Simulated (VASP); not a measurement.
# V (Im-3m) in VASP: a series of runs

The runs below take V through single point, relaxation of cell and atoms, with PBE.

Program: VASP 6.6.1. These are calculated values, not measurements. Logs are shortened: lines on timing, memory, paths and dates and some standing lists are left out, and cuts for length are marked.

### 1 The cell of the first run

It takes space group Im-3m (No. 229, cubic). The conventional cell has a = 2.989 Å, b = 2.989 Å, c = 2.989 Å, α = 90.00°, β = 90.00°, γ = 90.00°. Within 3.4 Å of V (site symmetry m-3m) lie 14 V at 2.59 to 2.99 Å.

### 2 Single point, PBE

The input, INCAR:

```
SYSTEM = V
ALGO = Normal
EDIFF = 1E-6
ENCUT = 500
GGA = PE
GGA_COMPAT = .False.
ISIF = 2
ISMEAR = 0
LASPH = .True.
LCHARG = .False.
LREAL = .False.
LWAVE = .False.
NBANDS = 12
NELM = 120
PREC = Accurate
SIGMA = 0.1
```

The input, KPOINTS:

```
k-points
0
Gamma
  8 8 8
  0 0 0
```

The input, POSCAR:

```
V
1.0
   -1.4944206542      1.4944206542      1.4944206542
    1.4944206542     -1.4944206542      1.4944206542
    1.4944206542      1.4944206542     -1.4944206542
V
1
Direct
    0.0000000000      0.0000000000      0.0000000000
```

Potentials or basis: VASP PAW PBE potentials, release 64 (V_sv).

Launch:

```bash
$ cat potpaw_PBE.64/V_sv/POTCAR > POTCAR
$ mpirun -np 1 vasp_std > vasp.out
```

OUTCAR:

```text
SYSTEM = V
   EDIFF = 1E-6
   ENCUT = 500
   GGA = PE
   ISIF = 2
   ISMEAR = 0
   LASPH = .True.
   LREAL = .False.
   NELM = 120
   PREC = Accurate

 ion  position               nearest neighbor table
   1  0.000  0.000  0.000-

  LATTYP: Found a body centered cubic cell.
 ALAT       =     2.9888413084

  Lattice vectors:

 A1 = (  -1.4944206542,   1.4944206542,   1.4944206542)
 A2 = (   1.4944206542,  -1.4944206542,   1.4944206542)
 A3 = (   1.4944206542,   1.4944206542,  -1.4944206542)

Analysis of symmetry for initial positions (statically):
=====================================================================
 Subroutine PRICEL returns:
 Original cell was already a primitive cell.

 Routine SETGRP: Setting up the symmetry group for a
 body centered cubic supercell.

 Subroutine GETGRP returns: Found 48 space group operations
 (whereof 48 operations were pure point group operations)
 out of a pool of 48 trial point group operations.

The static configuration has the point symmetry O_h .

Analysis of symmetry for dynamics (positions and initial velocities):
=====================================================================
 Subroutine PRICEL returns:
 Original cell was already a primitive cell.

 Routine SETGRP: Setting up the symmetry group for a
 body centered cubic supercell.

 Subroutine GETGRP returns: Found 48 space group operations
 (whereof 48 operations were pure point group operations)
 out of a pool of 48 trial point group operations.

The dynamic configuration has the point symmetry O_h .

 Subroutine INISYM returns: Found 48 space group operations
 (whereof 48 operations are pure point group operations),
 and found     1 'primitive' translations

----------------------------------------------------------------------------------------

                                     Primitive cell

  volume of cell :      13.3499

  direct lattice vectors                    reciprocal lattice vectors
    -1.494420654  1.494420654  1.494420654     0.000000000  0.334577817  0.334577817
     1.494420654 -1.494420654  1.494420654     0.334577817  0.000000000  0.334577817
     1.494420654  1.494420654 -1.494420654     0.334577817  0.334577817  0.000000000

  length of vectors
     2.588412501  2.588412501  2.588412501     0.473164486  0.473164486  0.473164486

  position of ions in fractional coordinates (direct lattice)
     0.000000000  0.000000000  0.000000000

  ion indices of the primitive-cell ions
   primitive index   ion index
                 1           1

----------------------------------------------------------------------------------------

 KPOINTS: k-points

Automatic generation of k-mesh.
 Grid dimensions read from file:
 generate k-points for:    8    8    8

 Generating k-lattice:

  Cartesian coordinates                     Fractional coordinates (reciprocal lattice)
     0.000000000  0.041822227  0.041822227     0.125000000  0.000000000  0.000000000
     0.041822227  0.000000000  0.041822227     0.000000000  0.125000000  0.000000000
     0.041822227  0.041822227  0.000000000     0.000000000  0.000000000  0.125000000

  Length of vectors
     0.059145561  0.059145561  0.059145561

  Shift w.r.t. Gamma in fractional coordinates (k-lattice)
     0.000000000  0.000000000  0.000000000

 Subroutine IBZKPT returns following result:
 ===========================================

 Found     29 irreducible k-points:

 Following reciprocal coordinates:
            Coordinates               Weight
  0.000000  0.000000  0.000000      1.000000
  0.125000  0.000000  0.000000     12.000000
  0.250000  0.000000  0.000000     12.000000
  0.375000  0.000000  0.000000     12.000000
  0.500000  0.000000  0.000000      6.000000
  0.125000  0.125000  0.000000     24.000000
[... 16 lines left out ...]
 -0.250000  0.250000  0.250000      6.000000
 -0.375000  0.375000  0.250000     24.000000
 [... further k-points ...]
   k-points           NKPTS =     29   k-points in BZ     NKDIM =     29   number of bands    NBANDS=     12
   number of dos      NEDOS =    301   number of ions     NIONS =      1
   total plane-waves  NPLWV =   8000
   dimension x,y,z NGX =    20 NGY =   20 NGZ =   20
   dimension x,y,z NGXF=    40 NGYF=   40 NGZF=   40
   ions per type =               1
   NGX,Y,Z   is equivalent  to a cutoff of  12.85, 12.85, 12.85 a.u.
   NGXF,Y,Z  is equivalent  to a cutoff of  25.69, 25.69, 25.69 a.u.
 SYSTEM =  V
   PREC   = accura    normal or accurate (medium, high low for compatibility)
   ISTART =      0    job   : 0-new  1-cont  2-samecut
   ICHARG =      2    charge: 1-file 2-atom 10-const
   ISPIN  =      1    spin polarized calculation?
   LNONCOLLINEAR =      F non collinear calculations
   LSORBIT =      F    spin-orbit coupling
   LASPH  =      T    aspherical Exc in radial PAW
   ENCUT  =  500.0 eV  36.75 Ry    6.06 a.u.   4.72  4.72  4.72*2*pi/ulx,y,z
   NELM   =    120;   NELMIN=  2; NELMDL= -5     # of ELM steps
   EDIFF  = 0.1E-05   stopping-criterion for ELM
   LREAL  =      F    real-space projection
   EDIFFG = 0.1E-04   stopping-criterion for IOM
   NSW    =      0    number of steps for IOM
   IBRION =     -1    ionic relax: 0-MD 1-quasi-New 2-CG
   NFREE  =      0    steps in history (QN), initial steepest desc. (CG)
   ISIF   =      2    stress and relaxation
   ISYM   =      2    0-nonsym 1-usesym 2-fastsym
   POTIM  = 0.5000    time-step for ionic-motion
   TEBEG  =    0.0;   TEEND  =   0.0 temperature during run
   PSTRESS=    0.0 pullay stress
   NELECT =      13.0000    total number of electrons
   NUPDOWN=      -1.0000    fix difference up-down
   EMIN   =  10.00;   EMAX   =-10.00  energy-range for DOS
   EFERMI =   0.00;   METHOD = LEGACY
   ISMEAR =     0;   SIGMA  =   0.10  broadening in eV -4-tet -1-fermi 0-gaus
   EFERMI_NEDOS =   21; number of points for ismear=-14 and -15
   IALGO  =     38    algorithm
   IMIX   =      4    mixing-type and parameters
     AMIX     =   0.40;   BMIX     =  1.00
     AMIX_MAG =   1.60;   BMIX_MAG =  1.00
  volume/ion in A,a.u.               =      13.35        90.09
  Fermi-wavevector in a.u.,A,eV,Ry     =   1.622668  3.066398 35.824854  2.633052
  Thomas-Fermi vector in A             =   2.716244
   LORBIT       =      0    0 simple, 1 ext, 2 COOP (PROOUT), +10 PAW based schemes
   GGA     = PE    functional components
   LHFCALC =     F    Hartree Fock is set to
   AEXX    =    0.0000 exact exchange contribution
   IVDW    =     0    specifies the selected vdW correction
   LEPSILON=     F    determine dielectric tensor
   LRPA    =     F    only Hartree local field effects (RPA)
 non-spin polarized calculation
 Gauss-broadening in eV      SIGMA  =   0.10
  energy-cutoff  :      500.00
  volume of cell :       13.35
 maximum number of plane-waves:       370
   NGX =  9   NGY =  9   NGZ =  9

 number of electron      12.9999990 magnetization

 Free energy of the ion-electron system (eV)
  ---------------------------------------------------
  ext. energy  EPLUGINS =         0.00000000
  ---------------------------------------------------
  free energy    TOTEN  =        -9.00952909 eV

  energy without entropy =       -9.00003434  energy(sigma->0) =       -9.00478171

 E-fermi :   9.8434     XC(G=0): -12.9469

 val. band max:        9.8224889837   @ k =   0.2500   0.0000   0.0000
 cond. band min:       9.8558444328   @ k =  -0.2500   0.2500   0.1250
 fundamental gap:      0.0333554491
 Fermi energy:         9.8433505158

 k-point     1 :       0.0000    0.0000    0.0000
  band No.  band energies     occupation
      1     -53.8426      2.00000
      2     -27.1309      2.00000
      3     -27.1309      2.00000
      4     -27.1309      2.00000
      5       3.2144      2.00000
      6      10.2650      0.00000
      7      10.2650      0.00000
      8      10.2650      0.00000
      9      12.3002      0.00000
     10      12.3002      0.00000
     11      30.3737      0.00000
     12      30.3737      0.00000

 k-point     2 :       0.1250    0.0000    0.0000
  band No.  band energies     occupation
      1     -53.8130      2.00000
      2     -27.2724      2.00000
      3     -27.1741      2.00000
      4     -27.1321      2.00000
      5       3.8348      2.00000
      6      10.0061      0.02135
      7      10.1789      0.00000
      8      10.7121      0.00000
      9      12.0518      0.00000
     10      12.3209      0.00000
     11      29.2702      0.00000
     12      30.1388      0.00000

 k-point     3 :       0.2500    0.0000    0.0000
  band No.  band energies     occupation
      1     -53.7409      2.00000
      2     -27.6052      2.00000
      3     -27.2771      2.00000
      4     -27.1347      2.00000
      5       5.3746      2.00000
      6       9.4282      2.00000
      7       9.8225      1.23203
      8      11.9037      0.00000
      9      11.9701      0.00000
     10      12.4147      0.00000
     11      26.0650      0.00000
     12      28.4771      0.00000

 k-point     4 :       0.3750    0.0000    0.0000
  band No.  band energies     occupation
      1     -53.6678      2.00000
      2     -27.9274      2.00000
      3     -27.3786      2.00000
      4     -27.1374      2.00000
      5       6.5182      2.00000
      6       8.9046      2.00000
      7      10.3591      0.00000
      8      12.2296      0.00000
      9      12.5776      0.00000
     10      13.3264      0.00000
     11      22.1718      0.00000
     12      26.5452      0.00000

 k-point     5 :       0.5000    0.0000    0.0000
  band No.  band energies     occupation
      1     -53.6373      2.00000
      2     -28.0581      2.00000
      3     -27.4201      2.00000
      4     -27.1385      2.00000
      5       6.6320      2.00000
      6       8.7010      2.00000
      7      11.4934      0.00000
      8      12.3036      0.00000
      9      12.6686      0.00000
     10      14.0217      0.00000
     11      20.1271      0.00000
     12      25.7723      0.00000
[... 228 lines left out ...]
      1     -53.5844      2.00000
      2     -27.7939      2.00000
      3     -27.7939      2.00000
      4     -27.3049      2.00000
      5       8.4014      2.00000
      6       8.4014      2.00000
      7       9.0272      2.00000
      8      12.6503      0.00000
      9      12.6503      0.00000
     10      19.1524      0.00000
     11      19.1524      0.00000
     12      21.0133      0.00000

 k-point    22 :       0.2500    0.2500    0.2500
  band No.  band energies     occupation
      1     -53.6212      2.00000
      2     -27.5910      2.00000
      3     -27.5910      2.00000
      4     -27.5910      2.00000
      5       8.7146      2.00000
      6       8.7146      2.00000
      7       8.7146      2.00000
      8      12.7337      0.00000
      9      12.7337      0.00000
     10      20.3279      0.00000
     11      20.3279      0.00000
     12      20.3279      0.00000

 k-point    23 :      -0.2500    0.2500    0.2500
  band No.  band energies     occupation
      1     -53.6546      2.00000
      2     -27.6241      2.00000
      3     -27.4373      2.00000
      4     -27.4373      2.00000
      5       6.9161      2.00000
      6       9.2655      2.00000
      7      10.7036      0.00000
      8      10.7036      0.00000
      9      11.8372      0.00000
     10      13.5099      0.00000
     11      27.2303      0.00000
     12      27.6090      0.00000

 k-point    24 :      -0.3750    0.3750    0.2500
  band No.  band energies     occupation
      1     -53.5929      2.00000
      2     -27.8144      2.00000
      3     -27.5482      2.00000
      4     -27.4656      2.00000
      5       7.5968      2.00000
      6       8.3396      2.00000
      7      10.7171      0.00000
      8      11.3166      0.00000
      9      13.0477      0.00000
     10      14.9056      0.00000
     11      23.0988      0.00000
     12      25.3676      0.00000

 [... further k-points ...]

------------------------ aborting loop because EDIFF is reached ----------------------------------------

  FORCE on cell =-STRESS in cart. coord.  units (eV):
  Direction    XX          YY          ZZ          XY          YZ          ZX
  --------------------------------------------------------------------------------------
  -------------------------------------------------------------------------------------
  Total        0.0265710      0.0265710      0.0265710     -0.0000000      0.0000000      0.0000000
  in kB        3.1888926      3.1888926      3.1888926     -0.0000000      0.0000000      0.0000000
  external PRESSURE =       3.1888926 kB  Pullay stress =       0.0000000 kB

 VOLUME and BASIS-vectors are now :
 -----------------------------------------------------------------------------
  energy-cutoff  :      500.00
  volume of cell :       13.35
      direct lattice vectors                 reciprocal lattice vectors
    -1.494420654  1.494420654  1.494420654     0.000000000  0.334577817  0.334577817
     1.494420654 -1.494420654  1.494420654     0.334577817  0.000000000  0.334577817
     1.494420654  1.494420654 -1.494420654     0.334577817  0.334577817  0.000000000

 POSITION                                       TOTAL-FORCE (eV/Angst)
 -----------------------------------------------------------------------------------
      0.00000      0.00000      0.00000         0.000000      0.000000     -0.000000
 -----------------------------------------------------------------------------------
    total drift:                                0.000000     -0.000000      0.000000

  FREE ENERGIE OF THE ION-ELECTRON SYSTEM (eV)
  ---------------------------------------------------
  free  energy   TOTEN  =        -9.0095290858 eV

  energy  without entropy=       -9.0000343412  energy(sigma->0) =       -9.00478171
```

Run time: 9 s. Hardware: 1 thread of Intel Xeon 8259CL, shared host; peak memory 0.12 GiB.

What came out:

```
Free energy : -9.0095 eV
Pressure    : 0.3 GPa
```

Caveat: the k points lie up to 0.37 Å⁻¹ apart.

(Continued in part 2 of 2.)
